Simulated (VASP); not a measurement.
Write the native input for VASP 6.6.1 that does the following.

* Task: single point
* Functional: PBE
* Potentials or basis: VASP PAW PBE potentials, release 64 (Cu_sv_GW, O)
* Cutoff: 820 eV
* k mesh: 14 × 14 × 14
* Occupations: gaussian, width 0.1 eV
* Spin: no spin polarisation
* Hubbard terms: Cu d U = 4.0 eV
* Dipole correction: no
* Further INCAR settings: ALGO = Normal; EDIFF = 1e-06; NBANDS = 22

The structure of CuO2 lies in POSCAR:

```
CuO2
1.0
    0.0000000000      2.4111141680      2.4111141680
    2.4111141680      0.0000000000      2.4111141680
    2.4111141680      2.4111141680      0.0000000000
Cu O
1 2
Direct
    0.0000000000      0.0000000000      0.0000000000
    0.2500000000      0.2500000000      0.2500000000
    0.7500000000      0.7500000000      0.7500000000
```

The input as run:

INCAR

```
SYSTEM = CuO2
ALGO = Normal ; EDIFF = 1E-6
ENCUT = 820 ; GGA = PE
GGA_COMPAT = .False. ; ISIF = 2
ISMEAR = 0 ; LASPH = .True.
LCHARG = .True. ; LDAU = .True.
LDAUJ = 0 0 ; LDAUL = 2 -1
LDAUPRINT = 1 ; LDAUTYPE = 2
LDAUU = 4 0 ; LELF = .True.
LMAXMIX = 4 ; LREAL = .False.
LVHAR = .True. ; LWAVE = .False.
NBANDS = 22 ; NELM = 200
PREC = Accurate ; SIGMA = 0.1
```

KPOINTS

```
k-points
0
Gamma
  14 14 14
  0 0 0
```

Potentials or basis: VASP PAW PBE potentials, release 64 (Cu_sv_GW, O).

Run with:

```console
$ cat potpaw_PBE.64/Cu_sv_GW/POTCAR potpaw_PBE.64/O/POTCAR > POTCAR
$ mpirun -np 1 vasp_std > vasp.out
```

Results of the run:

```yaml
Pressure: 1.7 GPa
Band_gap_on_the_k_mesh: zero (an odd number of electrons rules out a gap without spin polarisation)
```

Caveat: an odd number of electrons without spin polarisation forces a metal; a magnetic or distorted state may lie lower; U without spin polarisation on a metal has little footing.

It took 2.1 min on 1 thread of Intel(R) Xeon(R) Platinum 8259CL CPU @ 2.50GHz (Skylake/Cascade Lake), on a shared host, peak memory 0.28 GiB.
